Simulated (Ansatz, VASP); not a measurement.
**Hg2Se: VASP beside Ansatz**

```
Hg Se
1.0
     0.00000    3.33371    4.15668
     2.92089    0.00000    4.15668
     2.92089    3.33371    0.00000
Hg Se
2 1
Cartesian
  2.9209 3.3337 6.9167
  2.9209 3.3337 1.3966
  2.9209 3.3337 4.1567
```

Alike in both runs: functional PBE; k mesh 12 × 12 × 12; occupations gaussian, width 0.1 eV; no spin polarisation.

Ansatz relaxed the structure, and its values are those at the end. VASP's run is a single point on that final structure, the one shown.

```csv
,VASP,Ansatz
version,VASP 6.6.1,Ansatz 0.2.0
potentials or method,"VASP PAW PBE potentials, release 64 (Hg, Se), cutoff 520 eV","scalar-relativistic, plane waves, PAW"
valence electrons in the cell,30,56
```

```tsv
	VASP	Ansatz	Ansatz less VASP
gap on the k mesh at the Fermi level (eV)	none	none	-
pressure (GPa)	0.2	0.0	-0.22
rms of the force components (eV/Å)	0.014	0.002	-0.0116
```

A gap of «none» marks a metal or a gap that the smearing closes. VASP's potentials hold 30 valence electrons a cell and Ansatz's 56, so a difference there can come from the potentials and not from the codes.

Neither program's run includes spin-orbit coupling.
